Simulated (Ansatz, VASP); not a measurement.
PbO2 in VASP and in Ansatz

File INCAR:

```
SYSTEM = PbO2
PREC = Accurate
ENCUT = 600
EDIFF = 1E-6
ISMEAR = 0
SIGMA = 0.1
LREAL = .False.
LASPH = .True.
NELM = 60
ALGO = Normal
ISIF = 3
LWAVE = .False.
LCHARG = .False.
GGA = PE
IBRION = 2
NSW = 90
EDIFFG = -0.04
```

Contents of KPOINTS:

```
regular mesh
0
Gamma
  4 4 4
  0 0 0
```

Contents of POSCAR:

```
PbO2
1.0
    2.7369261500     -2.8229756900      0.0000000000
    2.7369261500      2.8229756900      0.0000000000
    0.0000000000      0.0000000000      5.1617889000
Pb O
2 4
Direct
    0.6560795200      0.3439204800      0.7856407100
    0.3439204800      0.6560795200      0.2856407100
    0.3572904200      0.1559924700      0.1071215300
    0.6427095800      0.8440075300      0.6071215300
    0.1559924700      0.3572904200      0.6071215300
    0.8440075300      0.6427095800      0.1071215300
```

Input for Ansatz:

```yaml
crystal:
  lattice:
    - [2.73692615, -2.82297569, 0.0]
    - [2.73692615, 2.82297569, 0.0]
    - [0.0, 0.0, 5.1617889]
  atoms:
    - { symbol: Pb, position: [0.65607952, 0.34392048, 0.78564071] }
    - { symbol: Pb, position: [0.34392048, 0.65607952, 0.28564071] }
    - { symbol: O, position: [0.35729042, 0.15599247, 0.10712153] }
    - { symbol: O, position: [0.64270958, 0.84400753, 0.60712153] }
    - { symbol: O, position: [0.15599247, 0.35729042, 0.60712153] }
    - { symbol: O, position: [0.84400753, 0.64270958, 0.10712153] }
basis:
  ecutwfc: 420
kpoints:
  mp_grid: { grid: [4, 4, 4] }
hamiltonian:
  xc: pbe
scf:
  occupations: { method: gaussian, width: 0.1 }
  lower_state_search: "off"
output:
  forces: true
  stress: true
  eigenvalues: true
relax:
  adjacent_minimum: "off"
  f_tol: 0.04
  max_steps: 70
  cell: { stress_tol: 0.4 }
```

Alike in both runs: task relaxation of cell and atoms; functional PBE; k mesh 4 × 4 × 4; occupations gaussian, width 0.1 eV; no spin polarisation.

|  | VASP | Ansatz |
| --- | --- | --- |
| version | VASP 6.6.1 | Ansatz 0.2.0 |
| potentials or method | VASP PAW PBE potentials, release 64 (Pb_d, O), cutoff 600 eV | scalar-relativistic, plane waves, PAW |
| valence electrons in the cell | 52 | 52 |

```tsv
	VASP	Ansatz	Ansatz less VASP
gap on the k mesh at the Fermi level, each at its own relaxed structure (eV)	none	none	-
relaxed volume (Å³/atom)	13.30	13.28	-0.022
relaxed length of the cell vector where the two differ most in proportion (Å)	3.849	3.847	-0.0024
```

A gap of «none» marks a metal or a gap that the smearing closes.

The k mesh is coarse, so the values compare programs but aren't converged. Spin-orbit coupling is off throughout.
